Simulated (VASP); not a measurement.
# Cu (P6_3/mmc) in VASP: single point with LDA

Aim: the single point of Cu with LDA.

Everything below comes from runs of VASP 6.6.1. Logs are shortened: lines on timing, memory, paths and dates and some standing lists are left out, and cuts for length are marked.

### 1 The cell of the first run

It takes space group P6_3/mmc (No. 194, hexagonal). The conventional cell has a = 2.573 Å, b = 2.573 Å, c = 4.168 Å, α = 90.00°, β = 90.00°, γ = 120.00°. Within 3.4 Å of Cu (site symmetry -6m2) lie 12 Cu at 2.56 to 2.57 Å.

### 2 Single point, LDA

File INCAR:

```
SYSTEM = Cu
PREC = Accurate
ENCUT = 520
EDIFF = 1E-6
ISMEAR = -1
SIGMA = 0.05
LREAL = .False.
LASPH = .True.
NELM = 60
ALGO = Normal
ISIF = 2
LWAVE = .False.
LCHARG = .True.
LELF = .True.
LVHAR = .True.
NBANDS = 18
```

File KPOINTS:

```
regular mesh
0
Gamma
  13 13 7
  0 0 0
```

File POSCAR:

```
Cu
1.0
    2.5730649657      0.0000000000      0.0000000000
   -1.2865324828      2.2283396258      0.0000000000
    0.0000000000      0.0000000000      4.1683652444
Cu
2
Direct
    0.3333333333      0.6666666667      0.2500000000
    0.6666666667      0.3333333333      0.7500000000
```

Potentials or basis: VASP PAW LDA potentials, release 64 (Cu).

The run is started by

```sh
> cat potpaw_LDA.64/Cu/POTCAR > POTCAR
> mpirun -np 1 vasp_std > vasp.out
```

OUTCAR:

```text
SYSTEM = Cu
   PREC = Accurate
   ENCUT = 520
   EDIFF = 1E-6
   ISMEAR = -1
   LREAL = .False.
   LASPH = .True.
   NELM = 60
   ISIF = 2

 ion  position               nearest neighbor table
   1  0.333  0.667  0.250-   2 2.56   2 2.56   2 2.56   2 2.56   2 2.56   2 2.56
   2  0.667  0.333  0.750-   1 2.56   1 2.56   1 2.56   1 2.56   1 2.56   1 2.56

  LATTYP: Found a hexagonal cell.
 ALAT       =     2.5730649657
 C/A-ratio  =     1.6200000000

  Lattice vectors:

 A1 = (   2.5730649657,   0.0000000000,   0.0000000000)
 A2 = (  -1.2865324828,   2.2283396258,   0.0000000000)
 A3 = (   0.0000000000,   0.0000000000,   4.1683652444)

Analysis of symmetry for initial positions (statically):
=====================================================================
 Subroutine PRICEL returns:
 Original cell was already a primitive cell.

 Routine SETGRP: Setting up the symmetry group for a
 hexagonal supercell.

 Subroutine GETGRP returns: Found 24 space group operations
 (whereof 12 operations were pure point group operations)
 out of a pool of 24 trial point group operations.

The static configuration has the point symmetry D_3d.
 The point group associated with its full space group is D_6h.

Analysis of symmetry for dynamics (positions and initial velocities):
=====================================================================
 Subroutine PRICEL returns:
 Original cell was already a primitive cell.

 Routine SETGRP: Setting up the symmetry group for a
 hexagonal supercell.

 Subroutine GETGRP returns: Found 24 space group operations
 (whereof 12 operations were pure point group operations)
 out of a pool of 24 trial point group operations.

The dynamic configuration has the point symmetry D_3d.
 The point group associated with its full space group is D_6h.

 Subroutine INISYM returns: Found 24 space group operations
 (whereof 12 operations are pure point group operations),
 and found     1 'primitive' translations

----------------------------------------------------------------------------------------

                                     Primitive cell

  volume of cell :      23.9000

  direct lattice vectors                    reciprocal lattice vectors
     2.573064966  0.000000000  0.000000000     0.388641567  0.224382313  0.000000000
    -1.286532483  2.228339626  0.000000000     0.000000000  0.448764627  0.000000000
     0.000000000  0.000000000  4.168365244     0.000000000  0.000000000  0.239902202

  length of vectors
     2.573064966  2.573064966  4.168365244     0.448764627  0.448764627  0.239902202

  position of ions in fractional coordinates (direct lattice)
     0.333333333  0.666666667  0.250000000
     0.666666667  0.333333333  0.750000000

  ion indices of the primitive-cell ions
   primitive index   ion index
                 1           1
                 2           2

----------------------------------------------------------------------------------------

 KPOINTS: regular mesh

Automatic generation of k-mesh.
 Grid dimensions read from file:
 generate k-points for:   13   13    7

 Generating k-lattice:

  Cartesian coordinates                     Fractional coordinates (reciprocal lattice)
     0.029895505  0.017260178  0.000000000     0.076923077 -0.000000000  0.000000000
     0.000000000  0.034520356  0.000000000     0.000000000  0.076923077  0.000000000
     0.000000000  0.000000000  0.034271743     0.000000000  0.000000000  0.142857143

  Length of vectors
     0.034520356  0.034520356  0.034271743

  Shift w.r.t. Gamma in fractional coordinates (k-lattice)
     0.000000000  0.000000000  0.000000000

 Subroutine IBZKPT returns following result:
 ===========================================

 Found     84 irreducible k-points:

 Following reciprocal coordinates:
            Coordinates               Weight
  0.000000  0.000000  0.000000      1.000000
  0.076923  0.000000  0.000000      6.000000
  0.153846  0.000000  0.000000      6.000000
  0.230769  0.000000  0.000000      6.000000
  0.307692  0.000000  0.000000      6.000000
  0.384615  0.000000  0.000000      6.000000
[... 16 lines left out ...]
  0.076923  0.000000  0.142857     12.000000
  0.153846  0.000000  0.142857     12.000000
 [... further k-points ...]
   k-points           NKPTS =     84   k-points in BZ     NKDIM =     84   number of bands    NBANDS=     18
   number of dos      NEDOS =    301   number of ions     NIONS =      2
   total plane-waves  NPLWV =  12800
   dimension x,y,z NGX =    20 NGY =   20 NGZ =   32
   dimension x,y,z NGXF=    40 NGYF=   40 NGZF=   64
   ions per type =               2
   NGX,Y,Z   is equivalent  to a cutoff of  12.92, 12.92, 12.76 a.u.
   NGXF,Y,Z  is equivalent  to a cutoff of  25.84, 25.84, 25.52 a.u.
 SYSTEM =  Cu
   PREC   = accura    normal or accurate (medium, high low for compatibility)
   ISTART =      0    job   : 0-new  1-cont  2-samecut
   ICHARG =      2    charge: 1-file 2-atom 10-const
   ISPIN  =      1    spin polarized calculation?
   LNONCOLLINEAR =      F non collinear calculations
   LSORBIT =      F    spin-orbit coupling
   LASPH  =      T    aspherical Exc in radial PAW
   ENCUT  =  520.0 eV  38.22 Ry    6.18 a.u.   4.78  4.78  7.75*2*pi/ulx,y,z
   NELM   =     60;   NELMIN=  2; NELMDL= -5     # of ELM steps
   EDIFF  = 0.1E-05   stopping-criterion for ELM
   LREAL  =      F    real-space projection
   EDIFFG = 0.1E-04   stopping-criterion for IOM
   NSW    =      0    number of steps for IOM
   IBRION =     -1    ionic relax: 0-MD 1-quasi-New 2-CG
   NFREE  =      0    steps in history (QN), initial steepest desc. (CG)
   ISIF   =      2    stress and relaxation
   ISYM   =      2    0-nonsym 1-usesym 2-fastsym
   POTIM  = 0.5000    time-step for ionic-motion
   TEBEG  =    0.0;   TEEND  =   0.0 temperature during run
   PSTRESS=    0.0 pullay stress
   NELECT =      22.0000    total number of electrons
   NUPDOWN=      -1.0000    fix difference up-down
   EMIN   =  10.00;   EMAX   =-10.00  energy-range for DOS
   EFERMI =   0.00;   METHOD = LEGACY
   ISMEAR =    -1;   SIGMA  =   0.05  broadening in eV -4-tet -1-fermi 0-gaus
   EFERMI_NEDOS =   21; number of points for ismear=-14 and -15
   IALGO  =     38    algorithm
   IMIX   =      4    mixing-type and parameters
     AMIX     =   0.40;   BMIX     =  1.00
     AMIX_MAG =   1.60;   BMIX_MAG =  1.00
  volume/ion in A,a.u.               =      11.95        80.64
  Fermi-wavevector in a.u.,A,eV,Ry     =   1.592513  3.009414 34.505720  2.536099
  Thomas-Fermi vector in A             =   2.690887
   LORBIT       =      0    0 simple, 1 ext, 2 COOP (PROOUT), +10 PAW based schemes
   GGA     = CA    functional components
   LHFCALC =     F    Hartree Fock is set to
   AEXX    =    0.0000 exact exchange contribution
   IVDW    =     0    specifies the selected vdW correction
   LEPSILON=     F    determine dielectric tensor
   LRPA    =     F    only Hartree local field effects (RPA)
 non-spin polarized calculation
  energy-cutoff  :      520.00
  volume of cell :       23.90
 maximum number of plane-waves:       656
 NGX is ok and might be reduce to    20
   NGX =  9   NGY =  9   NGZ = 15

 number of electron      22.0000003 magnetization

 Free energy of the ion-electron system (eV)
  ---------------------------------------------------
  ext. energy  EPLUGINS =         0.00000000
  ---------------------------------------------------
  free energy    TOTEN  =        -9.31879825 eV

  energy without entropy =       -9.31576530  energy(sigma->0) =       -9.31728178

 E-fermi :   7.1962     XC(G=0): -13.0339

 val. band max:        7.1084103318   @ k =   0.3846   0.0000   0.4286
 cond. band min:       7.2423780477   @ k =   0.1538   0.1538   0.2857
 fundamental gap:      0.1339677159
 Fermi energy:         7.1961610209

 k-point     1 :       0.0000    0.0000    0.0000
  band No.  band energies     occupation
      1      -2.0684      2.00000
      2       2.1476      2.00000
      3       4.1724      2.00000
      4       4.2057      2.00000
      5       4.2057      2.00000
      6       4.4150      2.00000
[... 10 lines left out ...]
     17      30.2404      0.00000
     18      30.2404      0.00000

 k-point     2 :       0.0769    0.0000    0.0000
  band No.  band energies     occupation
      1      -1.8798      2.00000
      2       2.2545      2.00000
      3       4.0507      2.00000
      4       4.2736      2.00000
      5       4.3087      2.00000
      6       4.3852      2.00000
[... 10 lines left out ...]
     17      31.4742      0.00000
     18      31.5642      0.00000

 k-point     3 :       0.1538    0.0000    0.0000
  band No.  band energies     occupation
      1      -1.3247      2.00000
      2       2.5329      2.00000
      3       3.8808      2.00000
      4       4.1511      2.00000
      5       4.2751      2.00000
      6       4.4666      2.00000
[... 10 lines left out ...]
     17      29.3165      0.00000
     18      30.6523      0.00000

 k-point     4 :       0.2308    0.0000    0.0000
  band No.  band energies     occupation
      1      -0.4430      2.00000
      2       2.8289      2.00000
      3       3.6483      2.00000
      4       3.7418      2.00000
      5       4.1896      2.00000
      6       4.3998      2.00000
[... 10 lines left out ...]
     17      26.0368      0.00000
     18      27.8235      0.00000

 k-point     5 :       0.3077    0.0000    0.0000
  band No.  band energies     occupation
      1       0.6615      2.00000
      2       2.9043      2.00000
      3       3.2720      2.00000
      4       3.7426      2.00000
      5       4.2208      2.00000
      6       4.2727      2.00000
[... 10 lines left out ...]
     17      23.4616      0.00000
     18      26.5123      0.00000

 k-point     6 :       0.3846    0.0000    0.0000
  band No.  band energies     occupation
      1       1.7195      2.00000
      2       2.7986      2.00000
      3       3.0283      2.00000
      4       3.8819      2.00000
      5       4.1742      2.00000
      6       4.3186      2.00000
[... 10 lines left out ...]
     17      20.6850      0.00000
     18      26.0731      0.00000

 k-point     7 :       0.4615    0.0000    0.0000
  band No.  band energies     occupation
      1       2.3140      2.00000
      2       2.6793      2.00000
      3       2.9095      2.00000
      4       4.1207      2.00000
      5       4.1249      2.00000
      6       4.2640      2.00000
[... 10 lines left out ...]
     17      20.0470      0.00000
     18      25.8955      0.00000

 k-point     8 :       0.0769    0.0769    0.0000
  band No.  band energies     occupation
      1      -1.5077      2.00000
      2       2.4493      2.00000
      3       3.9214      2.00000
      4       4.3158      2.00000
      5       4.3209      2.00000
      6       4.4041      2.00000
[... 10 lines left out ...]
     17      30.6137      0.00000
     18      31.0307      0.00000
[... 229 lines left out ...]
     17      20.4394      0.00000
     18      22.3659      0.00000

 k-point    20 :       0.3846    0.2308    0.0000
  band No.  band energies     occupation
      1       2.9209      2.00000
      2       3.0116      2.00000
      3       3.0872      2.00000
      4       3.5599      2.00000
      5       3.9970      2.00000
      6       4.1299      2.00000
[... 10 lines left out ...]
     17      18.9073      0.00000
     18      22.1871      0.00000

 k-point    21 :       0.3077    0.3077    0.0000
  band No.  band energies     occupation
      1       3.0361      2.00000
      2       3.0578      2.00000
      3       3.2050      2.00000
      4       3.4084      2.00000
      5       3.9862      2.00000
      6       4.0861      2.00000
[... 10 lines left out ...]
     17      19.8744      0.00000
     18      20.5736      0.00000

 k-point    22 :       0.0000    0.0000    0.1429
  band No.  band energies     occupation
      1      -1.8821      2.00000
      2       2.0412      2.00000
      3       4.1367      2.00000
      4       4.1710      2.00000
      5       4.1710      2.00000
      6       4.3784      2.00000
[... 10 lines left out ...]
     17      28.9378      0.00000
     18      30.3211      0.00000

 k-point    23 :       0.0769    0.0000    0.1429
  band No.  band energies     occupation
      1      -1.6950      2.00000
      2       2.1587      2.00000
      3       4.0468      2.00000
      4       4.2228      2.00000
      5       4.2312      2.00000
      6       4.3045      2.00000
[... 10 lines left out ...]
     17      29.0491      0.00000
     18      30.7969      0.00000

 k-point    24 :       0.1538    0.0000    0.1429
  band No.  band energies     occupation
      1      -1.1452      2.00000
      2       2.4692      2.00000
      3       3.8945      2.00000
      4       3.9653      2.00000
      5       4.2258      2.00000
      6       4.3752      2.00000
[... 10 lines left out ...]
     17      28.0448      0.00000
     18      29.5604      0.00000

 [... further k-points ...]

------------------------ aborting loop because EDIFF is reached ----------------------------------------

  FORCE on cell =-STRESS in cart. coord.  units (eV):
  Direction    XX          YY          ZZ          XY          YZ          ZX
  --------------------------------------------------------------------------------------
  -------------------------------------------------------------------------------------
  Total       -2.1330471     -2.1330471     -1.6109960     -0.0000000      0.0000000      0.0000000
  in kB     -142.9924561   -142.9924561   -107.9958702     -0.0000000      0.0000000      0.0000000
  external PRESSURE =    -131.3269275 kB  Pullay stress =       0.0000000 kB

 VOLUME and BASIS-vectors are now :
 -----------------------------------------------------------------------------
  energy-cutoff  :      520.00
  volume of cell :       23.90
      direct lattice vectors                 reciprocal lattice vectors
     2.573064966  0.000000000  0.000000000     0.388641567  0.224382313  0.000000000
    -1.286532483  2.228339626  0.000000000     0.000000000  0.448764627  0.000000000
     0.000000000  0.000000000  4.168365244     0.000000000  0.000000000  0.239902202

 POSITION                                       TOTAL-FORCE (eV/Angst)
 -----------------------------------------------------------------------------------
     -0.00000      1.48556      1.04209        -0.000000      0.000000      0.000000
      1.28653      0.74278      3.12627         0.000000     -0.000000      0.000000
 -----------------------------------------------------------------------------------
    total drift:                               -0.000000      0.000000     -0.000000

  FREE ENERGIE OF THE ION-ELECTRON SYSTEM (eV)
  ---------------------------------------------------
  free  energy   TOTEN  =        -9.3187982454 eV

  energy  without entropy=       -9.3157653046  energy(sigma->0) =       -9.31728178
```

Wall time 12 s (1 thread of Intel Xeon 6975P-C (Granite Rapids), shared host); peak memory 0.14 GiB.

Results:

| Quantity | Value |
| --- | --- |
| Free energy | -9.3188 eV |
| Pressure | -13.1 GPa |
| Band gap on the k mesh | zero (band 11 reaches 10.16 eV, above the bottom of band 12 at 5.28 eV) |

Levels at points of the mesh, in eV from the Fermi level:
| k point | band 9 | band 10 | band 11 | band 12 | band 13 | band 14 |
| --- | --- | --- | --- | --- | --- | --- |
| (0.00, 0.00, 0.00) | -2.52 | -1.76 | -1.76 | -0.87 | 3.76 | 21.24 |
